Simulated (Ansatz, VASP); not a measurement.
**CdF2: VASP beside Ansatz**

```
Cd F
1.0
     0.00000    2.70052    2.70052
     2.70052    0.00000    2.70052
     2.70052    2.70052    0.00000
Cd F
1 2
Direct
  0.88750 0.03750 0.03750
  0.36250 0.21250 0.21250
  0.75000 0.75000 0.75000
```

Change from the starting cell: shortest bond scaled by 0.7, PAW files.

Alike in both runs: task electric field gradients; functional PBE; k mesh 7 × 7 × 7; occupations fermi-dirac, width 0.03 eV; no spin polarisation.

|  | VASP | Ansatz |
| --- | --- | --- |
| version | VASP 6.6.1 | Ansatz 0.2.0 |
| potentials or method | VASP PAW PBE potentials, release 64 (Cd, F) | PAW with Ansatz's default frozen-core files, scalar-relativistic |
| plane-wave cutoff (eV) | 520 | 420 |
| valence electrons in the cell | 26 | 34 |

```tsv
	VASP	Ansatz	Ansatz less VASP
gap on the k mesh at the Fermi level (eV)	2.23	2.31	+0.072
pressure (GPa)	51.6	47.4	-4.20
traceless stress, the component that is largest in VASP (GPa)	-38.56	-35.11	+3.449
rms of the force components (eV/Å)	9.497	8.679	-0.8179
size of Vzz on the site where it differs most (V/Å²)	361.8	281.4	-80.47
```

Atom by atom the forces differ by 0.818 eV/Å (rms over components). Both programs put the cell under a high pressure, so it lies far from rest at this level. VASP's potentials hold 26 valence electrons a cell and Ansatz's 34, so a difference there can come from the potentials and not from the codes.
